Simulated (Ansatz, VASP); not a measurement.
# CoO: VASP beside Ansatz

```
Co O
1.0
     0.00000    2.17448    2.17448
     2.17448    0.00000    2.17448
     2.17448    2.17448    0.00000
Co O
1 1
Direct
  0.00000 0.00000 0.00000
  0.25000 0.25000 0.25000
```

Alike in both runs: task single point; functional PBEsol; k mesh 16 × 16 × 16; occupations gaussian, width 0.1 eV; no spin polarisation.

|  | VASP | Ansatz |
| --- | --- | --- |
| version | VASP 6.6.1 | Ansatz 0.2.0 |
| potentials or method | VASP PAW PBE potentials, release 64 (Co, O), cutoff 520 eV | scalar-relativistic, plane waves, PAW |
| valence electrons in the cell | 15 | 23 |

Ansatz gave:

```
gap on the k mesh at the Fermi level (eV) : none
pressure (GPa)                            : -7.1
```

Problem. Which values does VASP return?

Solution. gap on the k mesh at the Fermi level (eV): none; pressure (GPa): -7.0.

VASP's potentials were made for PBE, not for PBEsol. A gap of «none» marks a metal or a gap that the smearing closes. VASP's potentials hold 15 valence electrons a cell and Ansatz's 23, so a difference there can come from the potentials and not from the codes.
